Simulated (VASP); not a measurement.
# Sb (P6/mmm) in VASP: notebook, part 2 of 3

VASP 6.6.1. The steps go on from the part before.

### 3 Single point, PBE

This run uses another cell than the first one, of 33.67 Å³/atom.

INCAR

```
SYSTEM = Sb
  PREC = Accurate
  ENCUT = 520
  EDIFF = 1E-6
  ISMEAR = 0
  SIGMA = 0.1
  LREAL = .FALSE.
  LASPH = .TRUE.
  NELM = 100
  ALGO = Normal
  ISIF = 2
  LWAVE = .FALSE.
  LCHARG = .FALSE.
  GGA = PE
  NBANDS = 12
```

KPOINTS

```
regular mesh
0
G
  6 6 4
  0 0 0
```

POSCAR

```
Sb
1.0
    3.5108403600      0.0000000000      0.0000000000
   -1.7554201800      3.0404769400      0.0000000000
    0.0000000000      0.0000000000      6.3081164000
Sb
2
Direct
    0.0000000000      0.0000000000      0.1978728500
    0.0000000000      0.0000000000      0.8021271500
```

Potentials or basis: VASP PAW PBE potentials, release 64 (Sb).

Run with:

```
cat potpaw_PBE.64/Sb/POTCAR > POTCAR
mpirun -np 1 vasp_std > vasp.out
```

OUTCAR:

```text
SYSTEM = Sb
   PREC = Accurate
   ENCUT = 520
   EDIFF = 1E-6
   ISMEAR = 0
   LREAL = .FALSE.
   LASPH = .TRUE.
   NELM = 100
   ISIF = 2
   GGA = PE

 ion  position               nearest neighbor table
   1  0.000  0.000  0.198-   2 2.50
   2  0.000  0.000  0.802-   1 2.50

  LATTYP: Found a hexagonal cell.
 ALAT       =     3.5108403600
 C/A-ratio  =     1.7967539829

  Lattice vectors:

 A1 = (   3.5108403600,   0.0000000000,   0.0000000000)
 A2 = (  -1.7554201800,   3.0404769400,   0.0000000000)
 A3 = (   0.0000000000,   0.0000000000,   6.3081164000)

Analysis of symmetry for initial positions (statically):
=====================================================================
 Subroutine PRICEL returns:
 Original cell was already a primitive cell.

 Routine SETGRP: Setting up the symmetry group for a
 hexagonal supercell.

 Subroutine GETGRP returns: Found 24 space group operations
 (whereof 24 operations were pure point group operations)
 out of a pool of 24 trial point group operations.

The static configuration has the point symmetry D_6h.

Analysis of symmetry for dynamics (positions and initial velocities):
=====================================================================
 Subroutine PRICEL returns:
 Original cell was already a primitive cell.

 Routine SETGRP: Setting up the symmetry group for a
 hexagonal supercell.

 Subroutine GETGRP returns: Found 24 space group operations
 (whereof 24 operations were pure point group operations)
 out of a pool of 24 trial point group operations.

The dynamic configuration has the point symmetry D_6h.

 Subroutine INISYM returns: Found 24 space group operations
 (whereof 24 operations are pure point group operations),
 and found     1 'primitive' translations

----------------------------------------------------------------------------------------

[... 113 lines left out ...]
   GGA     = PE    functional components
   LHFCALC =     F    Hartree Fock is set to
   AEXX    =    0.0000 exact exchange contribution
   IVDW    =     0    specifies the selected vdW correction
   LEPSILON=     F    determine dielectric tensor
   LRPA    =     F    only Hartree local field effects (RPA)
 non-spin polarized calculation
 Gauss-broadening in eV      SIGMA  =   0.10
  energy-cutoff  :      520.00
  volume of cell :       67.34
 maximum number of plane-waves:      1859
 NGX is ok and might be reduce to    28
   NGX = 13   NGY = 13   NGZ = 23

 number of electron      10.0000001 magnetization

 Free energy of the ion-electron system (eV)
  ---------------------------------------------------
  ext. energy  EPLUGINS =         0.00000000
  ---------------------------------------------------
  free energy    TOTEN  =        -7.16283942 eV

  energy without entropy =       -7.15035725  energy(sigma->0) =       -7.15659834

 E-fermi :   5.6488     XC(G=0):  -8.9960

 val. band max:        5.6061955093   @ k =   0.1667   0.0000   0.0000
 cond. band min:       5.6855912420   @ k =   0.1667   0.1667   0.2500
 fundamental gap:      0.0793957327
 Fermi energy:         5.6487925615

 k-point     1 :       0.0000    0.0000    0.0000
  band No.  band energies     occupation
      1      -6.7164      2.00000
      2      -3.0014      2.00000
      3       1.2386      2.00000
      4       8.1435      0.00000
      5       8.1435      0.00000
      6      10.5058      0.00000
      7      11.1109      0.00000
      8      11.1109      0.00000
      9      11.9494      0.00000
     10      13.6830      0.00000
     11      14.4406      0.00000
     12      14.4406      0.00000
[... 286 lines left out ...]
 k-point    21 :       0.3333    0.3333    0.5000
  band No.  band energies     occupation
      1      -4.1616      2.00000
      2      -0.7292      2.00000
      3       2.1997      2.00000
      4       2.1997      2.00000
      5       4.2973      2.00000
      6       4.2973      2.00000
      7       5.4814      1.98205
      8       9.6691      0.00000
      9      12.7033      0.00000
     10      12.7033      0.00000
     11      13.4086      0.00000
     12      13.4086      0.00000

------------------------ aborting loop because EDIFF is reached ----------------------------------------

  FORCE on cell =-STRESS in cart. coord.  units (eV):
  Direction    XX          YY          ZZ          XY          YZ          ZX
  --------------------------------------------------------------------------------------
  -------------------------------------------------------------------------------------
  Total       -2.4501382     -2.4501382     11.0800479      0.0000000     -0.0000000      0.0000000
  in kB      -58.2973310    -58.2973310    263.6329727      0.0000000     -0.0000000      0.0000000
  external PRESSURE =      49.0127703 kB  Pullay stress =       0.0000000 kB

 VOLUME and BASIS-vectors are now :
 -----------------------------------------------------------------------------
  energy-cutoff  :      520.00
  volume of cell :       67.34
      direct lattice vectors                 reciprocal lattice vectors
     3.510840360  0.000000000  0.000000000     0.284832091  0.164447884  0.000000000
    -1.755420180  3.040476940  0.000000000     0.000000000  0.328895769  0.000000000
     0.000000000  0.000000000  6.308116400     0.000000000  0.000000000  0.158525927

 POSITION                                       TOTAL-FORCE (eV/Angst)
 -----------------------------------------------------------------------------------
      0.00000      0.00000      1.24820         0.000000      0.000000      4.090552
      0.00000      0.00000      5.05991        -0.000000     -0.000000     -4.090552
 -----------------------------------------------------------------------------------
    total drift:                                0.000000      0.000000     -0.000000

  FREE ENERGIE OF THE ION-ELECTRON SYSTEM (eV)
  ---------------------------------------------------
  free  energy   TOTEN  =        -7.1628394242 eV

  energy  without entropy=       -7.1503572463  energy(sigma->0) =       -7.15659834
```

stdout:

```text
POSCAR found type information on POSCAR Sb
 POSCAR found :  1 types and       2 ions
 scaLAPACK will be used
 LDA part: xc-table for (Slater+PW92), standard interpolation
 POSCAR, INCAR and KPOINTS ok, starting setup
 FFT: planning ... GRIDC
 FFT: planning ... GRID_SOFT
 FFT: planning ... GRID
 WAVECAR not read
 entering main loop
```

Wall time 22 s (1 thread of Intel Xeon 8259CL, shared host); peak memory 0.18 GiB.

What came out:

```
Free energy            : -7.1628 eV
Pressure               : 4.9 GPa
Largest force          : 4.091 eV/Å
Band gap on the k mesh : zero (bands 5 and 6 overlap by 4.01 eV)
```

Forces in eV/Å, atoms in the order of the input:
```
Sb   0.000  0.000  4.091
Sb   0.000  0.000 -4.091
```

Levels at points of the mesh, in eV from the Fermi level:
```tsv
k point	band 1	band 2	band 3	band 4	band 5	band 6	band 7	band 8	band 9	band 10
(0.00, 0.00, 0.00)	-12.37	-8.65	-4.41	2.49	2.49	4.86	5.46	5.46	6.30	8.03
(0.50, 0.00, 0.00)	-10.26	-6.18	-4.99	-2.37	-2.17	0.39	3.26	3.36	4.71	6.94
(0.00, 0.00, 0.50)	-12.24	-9.27	-2.41	0.80	2.65	2.65	5.08	5.08	6.83	8.95
(0.50, 0.00, 0.50)	-10.16	-6.82	-4.79	-2.72	-0.51	0.56	2.83	3.48	4.93	5.90
```

Caveat: the stress differs along the axes, from -6 to 26 GPa; spin-orbit coupling is left out, which moves the levels of the heavy elements; forces of over 1 eV/Å act on the atoms, so gaps and moduli don't describe the material at rest.

### 4 Relaxation of cell and atoms, PBE

This run uses another cell than the first one, of 33.67 Å³/atom.

INCAR

```
PREC = Accurate
ENCUT = 600
EDIFF = 1E-7
ISMEAR = 0
SIGMA = 0.1
LREAL = False
LASPH = True
NELM = 60
ALGO = Normal
ISIF = 3
LWAVE = False
LCHARG = False
GGA = PE
IBRION = 2
NSW = 90
EDIFFG = -0.04
```

KPOINTS

```
Automatic mesh
0
Gamma
  6 6 4
```

POSCAR is that of step 3.

Potentials or basis: VASP PAW PBE potentials, release 64 (Sb).

Run with:

```
cat potpaw_PBE.64/Sb/POTCAR > POTCAR
mpirun -np 1 vasp_std > vasp.out
```

OUTCAR:

```text
PREC = Accurate
   ENCUT = 600
   EDIFF = 1E-7
   ISMEAR = 0
   LREAL = False
   LASPH = True
   NELM = 60
   ISIF = 3
   GGA = PE
   IBRION = 2
   NSW = 90
   EDIFFG = -0.04

 ion  position               nearest neighbor table
   1  0.000  0.000  0.198-   2 2.50
   2  0.000  0.000  0.802-   1 2.50

  LATTYP: Found a hexagonal cell.
 ALAT       =     3.5108403600
 C/A-ratio  =     1.7967539829

  Lattice vectors:

 A1 = (   3.5108403600,   0.0000000000,   0.0000000000)
 A2 = (  -1.7554201800,   3.0404769400,   0.0000000000)
 A3 = (   0.0000000000,   0.0000000000,   6.3081164000)

Analysis of symmetry for initial positions (statically):
=====================================================================
 Subroutine PRICEL returns:
 Original cell was already a primitive cell.

 Routine SETGRP: Setting up the symmetry group for a
 hexagonal supercell.

 Subroutine GETGRP returns: Found 24 space group operations
 (whereof 24 operations were pure point group operations)
 out of a pool of 24 trial point group operations.

The static configuration has the point symmetry D_6h.

Analysis of symmetry for dynamics (positions and initial velocities):
=====================================================================
 Subroutine PRICEL returns:
 Original cell was already a primitive cell.

 Routine SETGRP: Setting up the symmetry group for a
 hexagonal supercell.

 Subroutine GETGRP returns: Found 24 space group operations
 (whereof 24 operations were pure point group operations)
 out of a pool of 24 trial point group operations.

The dynamic configuration has the point symmetry D_6h.

 Subroutine INISYM returns: Found 24 space group operations
 (whereof 24 operations are pure point group operations),
 and found     1 'primitive' translations

----------------------------------------------------------------------------------------

                                     Primitive cell

  volume of cell :      67.3368
[... 131 lines left out ...]
  ext. energy  EPLUGINS =         0.00000000
  ---------------------------------------------------
  free energy    TOTEN  =        -7.16291087 eV

  energy without entropy =       -7.15042832  energy(sigma->0) =       -7.15666959

------------------------ aborting loop because EDIFF is reached ----------------------------------------

  FORCE on cell =-STRESS in cart. coord.  units (eV):
  Direction    XX          YY          ZZ          XY          YZ          ZX
  --------------------------------------------------------------------------------------
  -------------------------------------------------------------------------------------
  Total       -2.4534943     -2.4534943     11.0782013      0.0000000     -0.0000000      0.0000000
  in kB      -58.3771837    -58.3771837    263.5890356      0.0000000     -0.0000000      0.0000000
  external PRESSURE =      48.9448894 kB  Pullay stress =       0.0000000 kB
[... 89 lines left out ...]
  FREE ENERGIE OF THE ION-ELECTRON SYSTEM (eV)
  ---------------------------------------------------
  free  energy   TOTEN  =        -7.3305487763 eV

  energy  without entropy=       -7.3137015425  energy(sigma->0) =       -7.32212516

 E-fermi :   4.9843     XC(G=0):  -8.7721

 val. band max:        4.8950674715   @ k =   0.1667   0.1667   0.5000
 cond. band min:       4.9855502106   @ k =   0.3333   0.3333   0.5000
 fundamental gap:      0.0904827391
 Fermi energy:         4.9842779078

 k-point     1 :       0.0000    0.0000    0.0000
  band No.  band energies     occupation
      1      -6.3451      2.00000
      2      -5.0886      2.00000
      3       0.8363      2.00000
      4       6.0524      0.00000
      5       9.3857      0.00000
      6       9.3857      0.00000
      7       9.8679      0.00000
      8      10.3763      0.00000
      9      10.3763      0.00000
[... 229 lines left out ...]
 k-point    21 :       0.3333    0.3333    0.5000
  band No.  band energies     occupation
      1      -2.8450      2.00000
      2      -1.9225      2.00000
      3       2.1866      2.00000
      4       2.1866      2.00000
      5       2.8498      2.00000
      6       2.8498      2.00000
      7       4.9856      0.98564
      8       6.9945      0.00000
      9      10.9854      0.00000

[... ionic steps 4 to 14 ...]

--------------------------------------- Ionic step       15  -------------------------------------------

 number of electron      10.0000001 magnetization

------------------------ aborting loop because EDIFF is reached ----------------------------------------
[... 67 lines left out ...]
--------------------------------------- Ionic step       17  -------------------------------------------

 number of electron      10.0000000 magnetization

 Free energy of the ion-electron system (eV)
  ---------------------------------------------------
  ext. energy  EPLUGINS =         0.00000000
  ---------------------------------------------------
  free energy    TOTEN  =        -7.96194095 eV

  energy without entropy =       -7.95680534  energy(sigma->0) =       -7.95937314

 E-fermi :   7.0946     XC(G=0):  -9.4839

 val. band max:        6.9774754624   @ k =   0.3333   0.3333   0.5000
 cond. band min:       7.1623952271   @ k =   0.1667   0.1667   0.2500
 fundamental gap:      0.1849197647
 Fermi energy:         7.0945835382

 k-point     1 :       0.0000    0.0000    0.0000
  band No.  band energies     occupation
      1      -5.5726      2.00000
      2      -3.3008      2.00000
      3       1.6502      2.00000
      4       9.3802      0.00000
      5      11.1619      0.00000
      6      11.1619      0.00000
      7      12.8833      0.00000
      8      13.0338      0.00000
      9      13.0338      0.00000
[... 267 lines left out ...]
  FREE ENERGIE OF THE ION-ELECTRON SYSTEM (eV)
  ---------------------------------------------------
  free  energy   TOTEN  =        -7.9619409464 eV

  energy  without entropy=       -7.9568053394  energy(sigma->0) =       -7.95937314

 reached required accuracy - stopping structural energy minimisation
```

OSZICAR:

```text
N       E                     dE             d eps       ncg     rms          rms(c)
DAV:   1     0.367369640827E+02    0.36737E+02   -0.36543E+03   378   0.945E+02
DAV:   2    -0.540233342017E+01   -0.42139E+02   -0.41016E+02   515   0.118E+02
DAV:   3    -0.717470094232E+01   -0.17724E+01   -0.17603E+01   462   0.289E+01
[... 165 lines left out ...]
DAV:   2    -0.796250683100E+01    0.10732E-02   -0.22178E-03   389   0.313E-01    0.899E-02
DAV:   3    -0.796194194778E+01    0.56488E-03   -0.14459E-03   382   0.190E-01    0.207E-02
DAV:   4    -0.796194208596E+01   -0.13817E-06   -0.31860E-05   387   0.409E-02    0.169E-02
DAV:   5    -0.796194096987E+01    0.11161E-05   -0.37860E-06   385   0.136E-02    0.412E-03
DAV:   6    -0.796194094640E+01    0.23468E-07   -0.42197E-07   391   0.463E-03
  17 F= -.79619409E+01 E0= -.79593731E+01  d E =-.805475E-03
```

CONTCAR:

```text
Sb
   1.00000000000000
     3.3023069657170367    0.0000000000000001    0.0000000000000000
    -1.6511534828585184    2.8598817230817994    0.0000000000000000
     0.0000000000000000    0.0000000000000001    6.5237075765620256
  Sb
     2
Direct
     1.0000000000000000    1.0000000000000000    0.2197916997023623
     0.0000000000000000    0.0000000000000000    0.7802083002976378

  0.00000000E+00  0.00000000E+00  0.00000000E+00
  0.00000000E+00  0.00000000E+00  0.00000000E+00
```

Wall time 4.1 min (1 thread of Intel Xeon 8259CL, shared host); peak memory 0.2 GiB.

Results:

| Item | Value |
| --- | --- |
| Free energy | -7.9619 eV |
| Relaxed volume | 30.81 Å³/atom |
| Relaxed cell | a = 3.302 Å, b = 3.302 Å, c = 6.524 Å, α = 90.00°, β = 90.00°, γ = 120.00° |
| Space group after relaxing (to 0.1 Å) | P6/mmm (No. 191) |
| Energy gained by relaxing | 399.5 meV/atom |
| Ionic steps | 17 |
| Pressure after relaxing | 0.1 GPa |
| Largest force after relaxing | 0.005 eV/Å |
| Band gap on the k mesh | zero (bands 5 and 6 overlap by 7.04 eV) |

Forces in eV/Å, atoms in the order of the input:
```
Sb   0.000  0.000  0.005
Sb   0.000  0.000 -0.005
```

Stress tensor (GPa, compression positive):
```
 0.17  0.00  0.00
 0.00  0.17  0.00
 0.00  0.00 -0.15
```

Step by step:
```csv
step,energy change (eV),largest force (eV/Å),pressure (GPa),volume (Å³)
1,0.0000,4.0902,4.89,67.34
2,0.0915,0.6603,-4.13,75.53
3,-0.1676,0.9510,-5.36,74.03
4,-0.4333,1.1120,-5.52,72.65
5,-0.6927,0.0160,-3.67,70.16
6,-0.6932,0.1289,-3.85,70.30
7,-0.6932,0.0825,-3.78,70.24
8,-0.7799,0.0669,-0.12,63.59
9,-0.7819,0.0814,-0.62,64.35
10,-0.7850,0.3482,0.58,63.07
11,-0.7875,0.1683,0.09,63.57
12,-0.7897,0.1569,-0.06,63.54
13,-0.7933,0.1234,-0.46,63.44
14,-0.7950,0.0891,-0.42,63.19
15,-0.7978,0.0023,-0.29,62.46
16,-0.7982,0.0403,-0.22,62.10
17,-0.7990,0.0050,0.07,61.61
```

Final structure:
```
Sb
1.0
     3.30231    0.00000    0.00000
    -1.65115    2.85988    0.00000
     0.00000    0.00000    6.52371
Sb
2
Direct
  0.00000 0.00000 0.21979
  0.00000 0.00000 0.78021
```

Caveat: spin-orbit coupling is left out, which moves the levels of the heavy elements.

(Part 2 of 3 ends here.)

The gap in the log of VASP goes by the Fermi energy; the results here count the filled bands.